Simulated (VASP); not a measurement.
RbGe6, 7 atoms in the cell. The structure is cubic, space group Im-3m (No. 229). The conventional cell has a = 6.788 Å, b = 6.788 Å, c = 6.788 Å, α = 90.00°, β = 90.00°, γ = 90.00°. Rb (site symmetry m-3m) has 24 Ge at 3.79 Å within 5.0 Å. Ge (site symmetry -4m2) has 4 Ge at 2.40 Å within 3.2 Å. The cell was built from a structure type or drawn by symmetry, and may not be a known phase.

* Program: VASP 6.6.1
* Task: single point
* Functional: PBE
* Potentials or basis: VASP PAW PBE potentials, release 64 (Rb_sv, Ge_d)
* Cutoff: 520 eV
* k mesh: 4 × 4 × 4
* Occupations: gaussian, width 0.1 eV
* Spin: no spin polarisation
* Dipole correction: no
* Further INCAR settings: ALGO = Normal; EDIFF = 1e-06; NBANDS = 56

Potentials or basis: VASP PAW PBE potentials, release 64 (Rb_sv, Ge_d).

Run with:

```bash
$ cat potpaw_PBE.64/Rb_sv/POTCAR potpaw_PBE.64/Ge_d/POTCAR > POTCAR
$ mpirun -np 1 vasp_std > vasp.out
```

Hardware: 1 thread of Intel(R) Xeon(R) 6975P-C (Granite Rapids), on a shared host.

**Question.** How long does it take, and how much memory?

**Answer.** Wall time 52 s on 1 thread of Intel(R) Xeon(R) 6975P-C (Granite Rapids), with other jobs on the host, peak memory 0.33 GiB. Counts: scf iterations 13, k points 8.
